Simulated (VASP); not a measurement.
# Si: relaxation of cell and atoms with LDA

Si:

```
Si
1.0
     0.00000    2.70097    2.70097
     2.70097    0.00000    2.70097
     2.70097    2.70097    0.00000
Si
2
Cartesian
  4.0515 4.0515 4.0515
  2.7010 2.7010 2.7010
```

```
Program                : VASP 6.6.1
Task                   : relaxation of cell and atoms
Functional             : LDA
Potentials or basis    : VASP PAW LDA potentials, release 64 (Si)
Cutoff                 : 600 eV
k mesh                 : 12 × 12 × 12
Occupations            : gaussian, width 0.02 eV
Spin                   : no spin polarisation
Dipole correction      : no
Further INCAR settings : ALGO = Normal; EDIFF = 1e-06; IBRION = 2; EDIFFG = -0.005; NSW = 100; ISIF = 3
```

| Item | Value |
| --- | --- |
| Relaxed volume | 19.72 Å³/atom |
| Relaxed cell | a = 3.820 Å, b = 3.820 Å, c = 3.820 Å, α = 60.00°, β = 60.00°, γ = 60.00° |
| Space group after relaxing (to 0.1 Å) | Fd-3m (No. 227) |
| Energy gained by relaxing | 0.0 meV/atom |
| Ionic steps | 3 |
| Pressure after relaxing | 0.0 GPa |
| Band gap on the k mesh | 0.44 eV (least direct gap 2.53 eV) |

Final structure:
```
Si
1.0
     0.00000    2.70148    2.70148
     2.70148    0.00000    2.70148
     2.70148    2.70148    0.00000
Si
2
Direct
  0.75000 0.75000 0.75000
  0.50000 0.50000 0.50000
```

Levels at points of the mesh, in eV from the valence-band top:
| k point | band 1 | band 2 | band 3 | band 4 | band 5 | band 6 | band 7 | band 8 |
| --- | --- | --- | --- | --- | --- | --- | --- | --- |
| (0.00, 0.00, 0.00) | -12.06 | 0.00 | 0.00 | 0.00 | 2.53 | 2.53 | 2.53 | 3.39 |
| (0.50, 0.00, 0.00) | -9.69 | -7.06 | -1.21 | -1.21 | 1.48 | 3.29 | 3.29 | 7.54 |
| (0.50, 0.50, 0.00) | -7.86 | -7.86 | -2.89 | -2.89 | 0.57 | 0.57 | 10.11 | 10.11 |

Wall time 12 s on 1 thread of Intel(R) Xeon(R) 6975P-C (Granite Rapids) (shared host), peak memory 0.15 GiB.

A k mesh can miss the band edges.
